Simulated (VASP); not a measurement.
# BiTe (I4/mmm) in VASP: a series of runs

The runs below take BiTe through single point, with PBE.

All numbers are computed with VASP 6.6.1; they aren't measurements. Logs are shortened: lines on timing, memory, paths and dates and some standing lists are left out, and cuts for length are marked.

### 1 The cell of the first run

The structure is tetragonal, space group I4/mmm (No. 139). The conventional cell has a = 4.506 Å, b = 4.506 Å, c = 6.470 Å, α = 90.00°, β = 90.00°, γ = 90.00°. Bi (site symmetry 4/mmm) has 6 Te at 3.19 to 3.23 Å within 4.2 Å. Within 4.2 Å of Te (site symmetry 4/mmm) lie 6 Bi at 3.19 to 3.23 Å.

### 2 Single point, PBE (strain -0.015 along x and y, +0.000 along z)

INCAR reads:

```
SYSTEM = BiTe
  ALGO = Normal
  EDIFF = 1E-6
  ENCUT = 520
  GGA = PE
  ISIF = 2
  ISMEAR = 0
  LASPH = .True.
  LCHARG = .True.
  LELF = .True.
  LREAL = .False.
  LVHAR = .True.
  LWAVE = .False.
  NBANDS = 18
  NELM = 80
  PREC = Accurate
  SIGMA = 0.15
```

KPOINTS reads:

```
k-points
0
Gamma
  14 14 14
  0 0 0
```

POSCAR reads:

```
BiTe
1.0
    0.0000000000      3.1864750000      3.2350000000
    3.1864750000      0.0000000000      3.2350000000
    3.1864750000      3.1864750000      0.0000000000
Bi Te
1 1
Direct
    0.0000000000      0.0000000000      0.0000000000
    0.5000000000      0.5000000000      0.5000000000
```

Potentials or basis: VASP PAW PBE potentials, release 64 (Bi_d, Te).

Launch:

```bash
$ cat potpaw_PBE.64/Bi_d/POTCAR potpaw_PBE.64/Te/POTCAR > POTCAR
$ mpirun -np 1 vasp_std > vasp.out
```

OUTCAR:

```text
SYSTEM = BiTe
   EDIFF = 1E-6
   ENCUT = 520
   GGA = PE
   ISIF = 2
   ISMEAR = 0
   LASPH = .True.
   LREAL = .False.
   NELM = 80
   PREC = Accurate

 ion  position               nearest neighbor table
   1  0.000  0.000  0.000-   2 3.19   2 3.19   2 3.19   2 3.19   2 3.23   2 3.23
   2  0.500  0.500  0.500-   1 3.19   1 3.19   1 3.19   1 3.19   1 3.23   1 3.23

  LATTYP: Found a body centered tetragonal cell.
 ALAT       =     4.5063561612
 C/A-ratio  =     1.4357498095

  Lattice vectors:

 A1 = (  -3.1864750000,   0.0000000000,   3.2350000000)
 A2 = (   3.1864750000,   0.0000000000,   3.2350000000)
 A3 = (   0.0000000000,   3.1864750000,  -3.2350000000)

Analysis of symmetry for initial positions (statically):
=====================================================================
 Subroutine PRICEL returns:
 Original cell was already a primitive cell.

 Routine SETGRP: Setting up the symmetry group for a
 body centered tetragonal supercell.

 Subroutine GETGRP returns: Found 16 space group operations
 (whereof 16 operations were pure point group operations)
 out of a pool of 16 trial point group operations.

The static configuration has the point symmetry D_4h.

Analysis of symmetry for dynamics (positions and initial velocities):
=====================================================================
 Subroutine PRICEL returns:
 Original cell was already a primitive cell.

 Routine SETGRP: Setting up the symmetry group for a
 body centered tetragonal supercell.

 Subroutine GETGRP returns: Found 16 space group operations
 (whereof 16 operations were pure point group operations)
 out of a pool of 16 trial point group operations.

The dynamic configuration has the point symmetry D_4h.

 Subroutine INISYM returns: Found 16 space group operations
 (whereof 16 operations are pure point group operations),
 and found     1 'primitive' translations

----------------------------------------------------------------------------------------

                                     Primitive cell

  volume of cell :      65.6939

  direct lattice vectors                    reciprocal lattice vectors
     0.000000000  3.186475000  3.235000000    -0.156913203  0.156913203  0.154559505
     3.186475000  0.000000000  3.235000000     0.156913203 -0.156913203  0.154559505
     3.186475000  3.186475000  0.000000000     0.156913203  0.156913203 -0.154559505

  length of vectors
     4.540798160  4.540798160  4.506356161     0.270429561  0.270429561  0.270429561

  position of ions in fractional coordinates (direct lattice)
     0.000000000  0.000000000  0.000000000
     0.500000000  0.500000000  0.500000000

  ion indices of the primitive-cell ions
   primitive index   ion index
                 1           1
                 2           2

----------------------------------------------------------------------------------------

 KPOINTS: k-points

Automatic generation of k-mesh.
 Grid dimensions read from file:
 generate k-points for:   14   14   14

 Generating k-lattice:

  Cartesian coordinates                     Fractional coordinates (reciprocal lattice)
    -0.011208086  0.011208086  0.011039965     0.071428571  0.000000000  0.000000000
     0.011208086 -0.011208086  0.011039965     0.000000000  0.071428571  0.000000000
     0.011208086  0.011208086 -0.011039965     0.000000000  0.000000000  0.071428571

  Length of vectors
     0.019316397  0.019316397  0.019316397

  Shift w.r.t. Gamma in fractional coordinates (k-lattice)
     0.000000000  0.000000000  0.000000000

 Subroutine IBZKPT returns following result:
 ===========================================

 Found    244 irreducible k-points:

 Following reciprocal coordinates:
            Coordinates               Weight
  0.000000  0.000000  0.000000      1.000000
  0.071429 -0.000000  0.000000      8.000000
  0.142857  0.000000  0.000000      8.000000
  0.214286 -0.000000  0.000000      8.000000
  0.285714 -0.000000  0.000000      8.000000
  0.357143  0.000000  0.000000      8.000000
[... 16 lines left out ...]
  0.214286  0.142857  0.000000      8.000000
  0.285714  0.142857  0.000000      8.000000
 [... further k-points ...]
   k-points           NKPTS =    244   k-points in BZ     NKDIM =    244   number of bands    NBANDS=     18
   number of dos      NEDOS =    301   number of ions     NIONS =      2
   total plane-waves  NPLWV =  46656
   dimension x,y,z NGX =    36 NGY =   36 NGZ =   36
   dimension x,y,z NGXF=    72 NGYF=   72 NGZF=   72
   ions per type =               1   1
   NGX,Y,Z   is equivalent  to a cutoff of  13.18, 13.18, 13.28 a.u.
   NGXF,Y,Z  is equivalent  to a cutoff of  26.36, 26.36, 26.56 a.u.
 SYSTEM =  BiTe
   PREC   = accura    normal or accurate (medium, high low for compatibility)
   ISTART =      0    job   : 0-new  1-cont  2-samecut
   ICHARG =      2    charge: 1-file 2-atom 10-const
   ISPIN  =      1    spin polarized calculation?
   LNONCOLLINEAR =      F non collinear calculations
   LSORBIT =      F    spin-orbit coupling
   LASPH  =      T    aspherical Exc in radial PAW
   ENCUT  =  520.0 eV  38.22 Ry    6.18 a.u.   8.44  8.44  8.38*2*pi/ulx,y,z
   NELM   =     80;   NELMIN=  2; NELMDL= -5     # of ELM steps
   EDIFF  = 0.1E-05   stopping-criterion for ELM
   LREAL  =      F    real-space projection
   EDIFFG = 0.1E-04   stopping-criterion for IOM
   NSW    =      0    number of steps for IOM
   IBRION =     -1    ionic relax: 0-MD 1-quasi-New 2-CG
   NFREE  =      0    steps in history (QN), initial steepest desc. (CG)
   ISIF   =      2    stress and relaxation
   ISYM   =      2    0-nonsym 1-usesym 2-fastsym
   POTIM  = 0.5000    time-step for ionic-motion
   TEBEG  =    0.0;   TEEND  =   0.0 temperature during run
   PSTRESS=    0.0 pullay stress
   NELECT =      21.0000    total number of electrons
   NUPDOWN=      -1.0000    fix difference up-down
   EMIN   =  10.00;   EMAX   =-10.00  energy-range for DOS
   EFERMI =   0.00;   METHOD = LEGACY
   ISMEAR =     0;   SIGMA  =   0.15  broadening in eV -4-tet -1-fermi 0-gaus
   EFERMI_NEDOS =   21; number of points for ismear=-14 and -15
   IALGO  =     38    algorithm
   IMIX   =      4    mixing-type and parameters
     AMIX     =   0.40;   BMIX     =  1.00
     AMIX_MAG =   1.60;   BMIX_MAG =  1.00
  volume/ion in A,a.u.               =      32.85       221.66
  Fermi-wavevector in a.u.,A,eV,Ry     =   1.119368  2.115298 17.047887  1.252984
  Thomas-Fermi vector in A             =   2.256006
   LORBIT       =      0    0 simple, 1 ext, 2 COOP (PROOUT), +10 PAW based schemes
   GGA     = PE    functional components
   LHFCALC =     F    Hartree Fock is set to
   AEXX    =    0.0000 exact exchange contribution
   IVDW    =     0    specifies the selected vdW correction
   LEPSILON=     F    determine dielectric tensor
   LRPA    =     F    only Hartree local field effects (RPA)
 non-spin polarized calculation
 Gauss-broadening in eV      SIGMA  =   0.15
  energy-cutoff  :      520.00
  volume of cell :       65.69
 maximum number of plane-waves:      1812
 NGX is ok and might be reduce to    36
   NGX = 17   NGY = 17   NGZ = 17

 number of electron      21.0000004 magnetization

 Free energy of the ion-electron system (eV)
  ---------------------------------------------------
  ext. energy  EPLUGINS =         0.00000000
  ---------------------------------------------------
  free energy    TOTEN  =        -7.15747213 eV

  energy without entropy =       -7.14183650  energy(sigma->0) =       -7.14965431

 E-fermi :   7.0379     XC(G=0):  -9.5697

 val. band max:        7.0372191480   @ k =   0.2857   0.0000   0.1429
 cond. band min:       7.0402007522   @ k =  -0.1429   0.0000   0.1429
 fundamental gap:      0.0029816042
 Fermi energy:         7.0378856100

 k-point     1 :       0.0000    0.0000    0.0000
  band No.  band energies     occupation
      1     -16.1477      2.00000
      2     -16.1427      2.00000
      3     -16.1367      2.00000
      4     -16.1346      2.00000
      5     -16.1346      2.00000
      6      -6.7166      2.00000
[... 10 lines left out ...]
     17      13.1915      0.00000
     18      13.4998      0.00000

 k-point     2 :       0.0714   -0.0000    0.0000
  band No.  band energies     occupation
      1     -16.1479      2.00000
      2     -16.1424      2.00000
      3     -16.1369      2.00000
      4     -16.1344      2.00000
      5     -16.1343      2.00000
      6      -6.6691      2.00000
[... 10 lines left out ...]
     17      13.5086      0.00000
     18      13.8867      0.00000

 k-point     3 :       0.1429    0.0000    0.0000
  band No.  band energies     occupation
      1     -16.1486      2.00000
      2     -16.1419      2.00000
      3     -16.1372      2.00000
      4     -16.1339      2.00000
      5     -16.1334      2.00000
      6      -6.5272      2.00000
[... 10 lines left out ...]
     17      14.2954      0.00000
     18      14.7576      0.00000

 k-point     4 :       0.2143   -0.0000    0.0000
  band No.  band energies     occupation
      1     -16.1496      2.00000
      2     -16.1416      2.00000
      3     -16.1374      2.00000
      4     -16.1329      2.00000
      5     -16.1321      2.00000
      6      -6.2927      2.00000
[... 375 lines left out ...]
      4     -16.1325      2.00000
      5     -16.1325      2.00000
      6      -6.4774      2.00000
[... 10 lines left out ...]
     17      13.8098      0.00000
     18      14.0018      0.00000

 k-point    23 :       0.2143    0.1429    0.0000
  band No.  band energies     occupation
      1     -16.1467      2.00000
      2     -16.1435      2.00000
      3     -16.1408      2.00000
      4     -16.1314      2.00000
      5     -16.1312      2.00000
      6      -6.3147      2.00000
[... 10 lines left out ...]
     17      14.2465      0.00000
     18      14.4006      0.00000

 k-point    24 :       0.2857    0.1429    0.0000
  band No.  band energies     occupation
      1     -16.1473      2.00000
      2     -16.1434      2.00000
      3     -16.1415      2.00000
      4     -16.1304      2.00000
      5     -16.1298      2.00000
      6      -6.0638      2.00000
[... 10 lines left out ...]
     17      15.1054      0.00000
     18      15.2464      0.00000

 [... further k-points ...]

------------------------ aborting loop because EDIFF is reached ----------------------------------------

  FORCE on cell =-STRESS in cart. coord.  units (eV):
  Direction    XX          YY          ZZ          XY          YZ          ZX
  --------------------------------------------------------------------------------------
  -------------------------------------------------------------------------------------
  Total        1.1520487      1.1520487      0.5866255      0.0000000      0.0000000      0.0000000
  in kB       28.0967523     28.0967523     14.3069221      0.0000000      0.0000000      0.0000000
  external PRESSURE =      23.5001423 kB  Pullay stress =       0.0000000 kB

 VOLUME and BASIS-vectors are now :
 -----------------------------------------------------------------------------
  energy-cutoff  :      520.00
  volume of cell :       65.69
      direct lattice vectors                 reciprocal lattice vectors
     0.000000000  3.186475000  3.235000000    -0.156913203  0.156913203  0.154559505
     3.186475000  0.000000000  3.235000000     0.156913203 -0.156913203  0.154559505
     3.186475000  3.186475000  0.000000000     0.156913203  0.156913203 -0.154559505

 POSITION                                       TOTAL-FORCE (eV/Angst)
 -----------------------------------------------------------------------------------
      0.00000      0.00000      0.00000         0.000000      0.000000     -0.000000
      3.18648      3.18648      3.23500         0.000000     -0.000000      0.000000
 -----------------------------------------------------------------------------------
    total drift:                               -0.000000      0.000000      0.000000

  FREE ENERGIE OF THE ION-ELECTRON SYSTEM (eV)
  ---------------------------------------------------
  free  energy   TOTEN  =        -7.1574721266 eV

  energy  without entropy=       -7.1418364999  energy(sigma->0) =       -7.14965431
```

Run time: 2.7 min. Hardware: 1 thread of Intel Xeon Platinum 8124M at 3.00GHz (Skylake/Cascade Lake), shared host; peak memory 0.43 GiB.

What came out:

* Free energy: -7.1575 eV
* Pressure: 2.4 GPa
* Band gap on the k mesh: zero (an odd number of electrons rules out a gap without spin polarisation)

Stress tensor (GPa, compression positive):
```
2.81 0.00 0.00
0.00 2.81 0.00
0.00 0.00 1.43
```

Caveat: the cell differs from its parent crystal (strain -0.015 along x and y, +0.000 along z); spin-orbit coupling is left out, which moves the levels of the heavy elements.

### 3 Single point, PBE (strain +0.000 along x and y, -0.015 along z)

INCAR reads:

```
SYSTEM = BiTe
PREC = Accurate ; ENCUT = 520
EDIFF = 1E-7 ; ISMEAR = 0
SIGMA = 0.15 ; LREAL = .FALSE.
LASPH = .TRUE. ; NELM = 100
ALGO = Normal ; ISIF = 2
LWAVE = .FALSE. ; LCHARG = .TRUE.
GGA = PE ; LELF = .TRUE.
LVHAR = .TRUE. ; NBANDS = 18
```

KPOINTS reads:

```
regular mesh
0
G
  14 14 14
  0 0 0
```

POSCAR reads:

```
BiTe
1.0
    0.0000000000      3.2350000000      3.1864750000
    3.2350000000      0.0000000000      3.1864750000
    3.2350000000      3.2350000000      0.0000000000
Bi Te
1 1
Direct
    0.0000000000      0.0000000000      0.0000000000
    0.5000000000      0.5000000000      0.5000000000
```

Potentials or basis: VASP PAW PBE potentials, release 64 (Bi_d, Te).

Launch:

```bash
$ cat potpaw_PBE.64/Bi_d/POTCAR potpaw_PBE.64/Te/POTCAR > POTCAR
$ mpirun -np 1 vasp_std > vasp.out
```

It took 3.1 min on 1 thread of Intel Xeon Platinum 8124M at 3.00GHz (Skylake/Cascade Lake), shared host; peak memory 0.43 GiB.

It converged, with:

| Quantity | Value |
| --- | --- |
| Free energy | -7.1696 eV |
| Pressure | 1.5 GPa |
| Band gap on the k mesh | zero (an odd number of electrons rules out a gap without spin polarisation) |

Stress tensor (GPa, compression positive):
```
1.04 0.00 0.00
0.00 1.04 0.00
0.00 0.00 2.48
```

Levels at points of the mesh, in eV from the Fermi level:
```csv
k point,band 7,band 8,band 9,band 10,band 11,band 12,band 13,band 14
"(0.00, 0.00, 0.00)",-8.08,-2.74,-2.53,-2.53,2.06,2.06,2.41,4.59
"(0.50, 0.00, 0.00)",-11.32,-1.98,-1.95,-1.60,-0.85,-0.68,-0.63,7.34
"(0.50, 0.50, 0.00)",-10.08,-5.81,-4.11,-4.11,2.16,3.61,3.61,5.21
"(0.50, 0.00, 0.50)",-9.91,-5.76,-4.19,-3.99,2.19,3.48,3.86,4.98
```

Caveat: the cell differs from its parent crystal (strain +0.000 along x and y, -0.015 along z); spin-orbit coupling is left out, which moves the levels of the heavy elements.

[end of part 1 of 2]
